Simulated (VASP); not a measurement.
Here is a VASP 6.6.1 calculation.

Contents of INCAR:

```
SYSTEM = Cu
PREC = Accurate
ENCUT = 520
EDIFF = 1E-6
ISMEAR = -1
SIGMA = 0.2
LREAL = .False.
LASPH = .True.
NELM = 80
ALGO = Normal
ISIF = 2
LWAVE = .False.
LCHARG = .False.
GGA = PS
NBANDS = 18
```

File KPOINTS:

```
regular mesh
0
Gamma
  8 8 4
  0 0 0
```

Contents of POSCAR:

```
Cu
1.0
    2.5267595858      0.0000000000      0.0000000000
   -1.2633797929      2.1882379905      0.0000000000
    0.0000000000      0.0000000000      4.1058675572
Cu
2
Direct
    0.3333333333      0.6666666667      0.2500000000
    0.6666666667      0.3333333333      0.7500000000
```

Potentials or basis: VASP PAW PBE potentials, release 64 (Cu).

The run is started by

```sh
$ cat potpaw_PBE.64/Cu/POTCAR > POTCAR
$ mpirun -np 1 vasp_std > vasp.out
```

Problem. What does it give for the pressure?

Solution. 0.8 GPa.

Problem. Estimate the band gap on the k mesh.

Solution. Zero (band 11 reaches 11.00 eV, above the bottom of band 12 at 5.89 eV).

Caveat: the k points lie up to 0.38 Å⁻¹ apart; the PAW data sets were made with another functional, which shifts forces and pressure a little.
